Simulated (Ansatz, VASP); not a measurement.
**Fe: VASP beside Ansatz**

File INCAR:

```
SYSTEM = Fe
  PREC = Accurate
  ENCUT = 520
  EDIFF = 1E-6
  ISMEAR = 1
  SIGMA = 0.01
  LREAL = .FALSE.
  LASPH = .TRUE.
  NELM = 150
  ALGO = Normal
  ISIF = 2
  LWAVE = .FALSE.
  LCHARG = .FALSE.
  ISPIN = 2
  MAGMOM = 2.208
  LORBIT = 11
  LMAXMIX = 4
  GGA = PE
  NBANDS = 14
```

File KPOINTS:

```
Automatic mesh
0
G
  15 15 15
  0 0 0
```

File POSCAR:

```
Fe
1.0
   -1.4163059769      1.4163059769      1.4163059769
    1.4163059769     -1.4163059769      1.4163059769
    1.4163059769      1.4163059769     -1.4163059769
Fe
1
Direct
    0.0000000000      0.0000000000      0.0000000000
```

Input for Ansatz:

```yaml
crystal:
  lattice:
    - [-1.4163059769, 1.4163059769, 1.4163059769]
    - [1.4163059769, -1.4163059769, 1.4163059769]
    - [1.4163059769, 1.4163059769, -1.4163059769]
  atoms:
    - { symbol: Fe, position: [0.0, 0.0, 0.0], spin: 2.208 }
hamiltonian:
  xc: pbe
  pseudopotentials:
    kind: paw
    azcp:
      Fe: "pseudopotentials/Fe.paw.azcp"
basis:
  ecutwfc: 420
  fft_grid_basis: typed
kpoints:
  mp_grid: { grid: [15, 15, 15], shift: [0, 0, 0] }
magnetization:
  spin_polarized: true
scf:
  occupations: { method: methfessel_paxton, width: 0.01 }
  lower_state_search: "off"
output:
  stress: true
```

Alike in both runs: task single point; functional PBE; k mesh 15 × 15 × 15; occupations methfessel-paxton of order 1, width 0.01 eV; collinear spin.

```csv
,VASP,Ansatz
version,VASP 6.6.1,Ansatz 0.2.0
potentials or method,"VASP PAW PBE potentials, release 64 (Fe), cutoff 520 eV","plane waves (420 eV) with PAW, scalar-relativistic"
valence electrons in the cell,8,16
```

```csv
,VASP,Ansatz,Ansatz less VASP
pressure (GPa),-0.4,-0.2,+0.23
net moment per atom (μB),2.18,2.17,-0.011
size of the moment on the site where the two differ most (μB),2.18,2.22,+0.039
```

Site moments also hang on the region over which each program counts them. The functional is the same, so the differences come from potentials, cutoffs and numerics. VASP's potentials hold 8 valence electrons a cell and Ansatz's 16, so a difference there can come from the potentials and not from the codes. Ansatz's warnings: stability check not made.
